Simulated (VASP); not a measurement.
# Ga (Cmce) in VASP: single point with LDA

Aim: the single point of Ga with LDA.

Everything below comes from runs of VASP 6.6.1. Logs are shortened: lines on timing, memory, paths and dates and some standing lists are left out, and cuts for length are marked.

### 1 The cell of the first run

Symmetry: Cmce, No. 64, orthorhombic system. The conventional cell has a = 4.417 Å, b = 7.492 Å, c = 4.439 Å, α = 90.00°, β = 90.00°, γ = 90.00°. Ga (site symmetry m) has 7 Ga at 2.45 to 2.72 Å within 3.2 Å.

### 2 Single point, LDA

Contents of INCAR:

```
SYSTEM = Ga
PREC = Accurate
ENCUT = 520
EDIFF = 1E-6
ISMEAR = 0
SIGMA = 0.1
LREAL = .False.
LASPH = .True.
NELM = 100
ALGO = Fast
ISIF = 2
LWAVE = .False.
LCHARG = .True.
LELF = .True.
LVHAR = .True.
NBANDS = 34
```

Contents of KPOINTS:

```
regular mesh
0
Gamma
  12 12 10
  0 0 0
```

Contents of POSCAR:

```
Ga
1.0
    2.2083457449     -3.7459259045      0.0000000000
    2.2083457449      3.7459259045      0.0000000000
    0.0000000000      0.0000000000      4.4389548563
Ga
4
Direct
    0.6560155423      0.3439844577      0.4156420260
    0.8439844577      0.1560155423      0.9156420260
    0.3439844577      0.6560155423      0.5843579740
    0.1560155423      0.8439844577      0.0843579740
```

Potentials or basis: VASP PAW LDA potentials, release 64 (Ga_d).

Started as:

```sh
> cat potpaw_LDA.64/Ga_d/POTCAR > POTCAR
> mpirun -np 1 vasp_std > vasp.out
```

OUTCAR:

```text
SYSTEM = Ga
   PREC = Accurate
   ENCUT = 520
   EDIFF = 1E-6
   ISMEAR = 0
   LREAL = .False.
   LASPH = .True.
   NELM = 100
   ISIF = 2

 ion  position               nearest neighbor table
   1  0.656  0.344  0.416-   3 2.45   2 2.63   2 2.63   4 2.65   4 2.65   3 2.72   3 2.72
   2  0.844  0.156  0.916-   4 2.45   1 2.63   1 2.63   3 2.65   3 2.65   4 2.72   4 2.72
   3  0.344  0.656  0.584-   1 2.45   4 2.63   4 2.63   2 2.65   2 2.65   1 2.72   1 2.72
   4  0.156  0.844  0.084-   2 2.45   3 2.63   3 2.63   1 2.65   1 2.65   2 2.72   2 2.72

  LATTYP: Found a base centered orthorhombic cell.
 ALAT       =     4.4166914898
 B/A-ratio  =     1.6962588006
 C/A-ratio  =     1.0050407339

  Lattice vectors:

 A1 = (   2.2083457449,  -3.7459259045,   0.0000000000)
 A2 = (   2.2083457449,   3.7459259045,   0.0000000000)
 A3 = (   0.0000000000,   0.0000000000,   4.4389548563)

Analysis of symmetry for initial positions (statically):
=====================================================================
 Subroutine PRICEL returns:
 Original cell was already a primitive cell.

 Routine SETGRP: Setting up the symmetry group for a
 base centered orthorhombic supercell.

 Subroutine GETGRP returns: Found  8 space group operations
 (whereof  4 operations were pure point group operations)
 out of a pool of  8 trial point group operations.

The static configuration has the point symmetry C_2h.
 The point group associated with its full space group is D_2h.

Analysis of symmetry for dynamics (positions and initial velocities):
=====================================================================
 Subroutine PRICEL returns:
 Original cell was already a primitive cell.

 Routine SETGRP: Setting up the symmetry group for a
 base centered orthorhombic supercell.

 Subroutine GETGRP returns: Found  8 space group operations
 (whereof  4 operations were pure point group operations)
 out of a pool of  8 trial point group operations.

The dynamic configuration has the point symmetry C_2h.
 The point group associated with its full space group is D_2h.

 Subroutine INISYM returns: Found  8 space group operations
 (whereof  4 operations are pure point group operations),
 and found     1 'primitive' translations

----------------------------------------------------------------------------------------

                                     Primitive cell

  volume of cell :      73.4407

  direct lattice vectors                    reciprocal lattice vectors
     2.208345745 -3.745925904  0.000000000     0.226413822 -0.133478348  0.000000000
     2.208345745  3.745925904  0.000000000     0.226413822  0.133478348  0.000000000
     0.000000000  0.000000000  4.438954856     0.000000000  0.000000000  0.225278254

[... 92 lines left out ...]
   NFREE  =      0    steps in history (QN), initial steepest desc. (CG)
   ISIF   =      2    stress and relaxation
   ISYM   =      2    0-nonsym 1-usesym 2-fastsym
   POTIM  = 0.5000    time-step for ionic-motion
   TEBEG  =    0.0;   TEEND  =   0.0 temperature during run
   PSTRESS=    0.0 pullay stress
   NELECT =      52.0000    total number of electrons
   NUPDOWN=      -1.0000    fix difference up-down
   EMIN   =  10.00;   EMAX   =-10.00  energy-range for DOS
   EFERMI =   0.00;   METHOD = LEGACY
   ISMEAR =     0;   SIGMA  =   0.10  broadening in eV -4-tet -1-fermi 0-gaus
   EFERMI_NEDOS =   21; number of points for ismear=-14 and -15
   IALGO  =     68    algorithm
   IMIX   =      4    mixing-type and parameters
     AMIX     =   0.40;   BMIX     =  1.00
     AMIX_MAG =   1.60;   BMIX_MAG =  1.00
  volume/ion in A,a.u.               =      18.36       123.90
  Fermi-wavevector in a.u.,A,eV,Ry     =   1.459140  2.757375 28.968021  2.129089
  Thomas-Fermi vector in A             =   2.575742
   LORBIT       =      0    0 simple, 1 ext, 2 COOP (PROOUT), +10 PAW based schemes
   GGA     = CA    functional components
   LHFCALC =     F    Hartree Fock is set to
   AEXX    =    0.0000 exact exchange contribution
   IVDW    =     0    specifies the selected vdW correction
   LEPSILON=     F    determine dielectric tensor
   LRPA    =     F    only Hartree local field effects (RPA)
 non-spin polarized calculation
 RMM-DIIS sequential band-by-band and
 Gauss-broadening in eV      SIGMA  =   0.10
  energy-cutoff  :      520.00
  volume of cell :       73.44
 maximum number of plane-waves:      2004
   NGX = 17   NGY = 17   NGZ = 17

 number of electron      52.0000012 magnetization

 Free energy of the ion-electron system (eV)
  ---------------------------------------------------
  ext. energy  EPLUGINS =         0.00000000
  ---------------------------------------------------
  free energy    TOTEN  =       -14.43499573 eV

  energy without entropy =      -14.43155130  energy(sigma->0) =      -14.43327352

 E-fermi :   5.3168     XC(G=0): -11.2991

 val. band max:        5.3134270449   @ k =   0.0000   0.0000   0.5000
 cond. band min:       5.3321474961   @ k =   0.5000   0.5000   0.1000
 fundamental gap:      0.0187204512
 Fermi energy:         5.3168467442

 k-point     1 :       0.0000    0.0000    0.0000
  band No.  band energies     occupation
      1      -9.9839      2.00000
      2      -9.9726      2.00000
      3      -9.9330      2.00000
      4      -9.9159      2.00000
      5      -9.8953      2.00000
      6      -9.8691      2.00000
[... 877 lines left out ...]
     33      12.9344      0.00000
     34      13.9420      0.00000

 [... further k-points ...]

------------------------ aborting loop because EDIFF is reached ----------------------------------------

  FORCE on cell =-STRESS in cart. coord.  units (eV):
  Direction    XX          YY          ZZ          XY          YZ          ZX
  --------------------------------------------------------------------------------------
  -------------------------------------------------------------------------------------
  Total        0.0879648      0.1144952      0.0893566      0.0000000      0.0000000      0.0000000
  in kB        1.9190341      2.4978176      1.9493976      0.0000000      0.0000000      0.0000000
  external PRESSURE =       2.1220831 kB  Pullay stress =       0.0000000 kB

 VOLUME and BASIS-vectors are now :
 -----------------------------------------------------------------------------
  energy-cutoff  :      520.00
  volume of cell :       73.44
      direct lattice vectors                 reciprocal lattice vectors
     2.208345745 -3.745925904  0.000000000     0.226413822 -0.133478348  0.000000000
     2.208345745  3.745925904  0.000000000     0.226413822  0.133478348  0.000000000
     0.000000000  0.000000000  4.438954856     0.000000000  0.000000000  0.225278254

 POSITION                                       TOTAL-FORCE (eV/Angst)
 -----------------------------------------------------------------------------------
      2.20835     -1.16885      1.84502         0.000000      0.001162     -0.001607
      2.20835     -2.57708      4.06449         0.000000     -0.001162     -0.001607
      2.20835      1.16885      2.59394         0.000000     -0.001162      0.001607
      2.20835      2.57708      0.37446         0.000000      0.001162      0.001607
 -----------------------------------------------------------------------------------
    total drift:                               -0.000000     -0.000000     -0.000000

  FREE ENERGIE OF THE ION-ELECTRON SYSTEM (eV)
  ---------------------------------------------------
  free  energy   TOTEN  =       -14.4349957305 eV

  energy  without entropy=      -14.4315513036  energy(sigma->0) =      -14.43327352
```

OSZICAR:

```text
N       E                     dE             d eps       ncg     rms          rms(c)
DAV:   1     0.361498980693E+03    0.36150E+03   -0.25479E+04 18152   0.295E+03
DAV:   2     0.307407090755E+02   -0.33076E+03   -0.32191E+03 18010   0.541E+02
DAV:   3    -0.132202105111E+02   -0.43961E+02   -0.43472E+02 19842   0.154E+02
DAV:   4    -0.146180717597E+02   -0.13979E+01   -0.13916E+01 20332   0.307E+01
DAV:   5    -0.146479579402E+02   -0.29886E-01   -0.29875E-01 22340   0.460E+00    0.275E+00
RMM:   6    -0.144834339553E+02    0.16452E+00   -0.25805E-01 21119   0.515E+00    0.144E+00
RMM:   7    -0.144377371169E+02    0.45697E-01   -0.76279E-02 23351   0.238E+00    0.331E-01
RMM:   8    -0.144346647187E+02    0.30724E-02   -0.15706E-02 23446   0.970E-01    0.382E-02
RMM:   9    -0.144349563916E+02   -0.29167E-03   -0.34025E-03 28982   0.464E-01    0.236E-02
RMM:  10    -0.144349833573E+02   -0.26966E-04   -0.39242E-04 25011   0.159E-01    0.102E-02
RMM:  11    -0.144349941826E+02   -0.10825E-04   -0.12803E-04 28132   0.863E-02    0.568E-03
RMM:  12    -0.144349947828E+02   -0.60014E-06   -0.30220E-05 23579   0.496E-02    0.205E-03
RMM:  13    -0.144349956239E+02   -0.84112E-06   -0.10191E-05 19671   0.229E-02    0.526E-04
RMM:  14    -0.144349957305E+02   -0.10663E-06   -0.16561E-06 12542   0.130E-02
   1 F= -.14434996E+02 E0= -.14433274E+02  d E =-.344443E-02
```

Wall time 7.7 min (1 thread of Intel Xeon Platinum 8259CL at 2.50GHz (Skylake/Cascade Lake), shared host); peak memory 0.5 GiB.

What came out:

```
Free energy            : -14.4350 eV
Pressure               : 0.2 GPa
Band gap on the k mesh : zero (bands 26 and 27 overlap by 1.41 eV)
```

Levels at points of the mesh, in eV from the Fermi level:
```tsv
k point	band 23	band 24	band 25	band 26	band 27	band 28	band 29	band 30
(0.00, 0.00, 0.00)	-3.87	-1.80	-1.60	-0.74	0.97	1.12	1.12	5.40
(0.50, 0.00, 0.00)	-3.46	-3.46	-1.44	-1.44	0.81	0.81	4.40	4.40
(0.50, 0.50, 0.00)	-4.08	-3.44	-1.71	-1.60	1.15	1.23	3.60	3.97
(0.00, 0.00, 0.50)	0.00	0.00	0.08	0.08	0.14	0.14	2.18	2.18
(0.50, 0.00, 0.50)	-6.48	-6.48	-1.58	-1.58	0.61	0.61	7.57	7.57
(0.50, 0.50, 0.50)	-5.49	-5.49	-1.33	-1.33	-0.91	-0.91	7.01	7.01
```
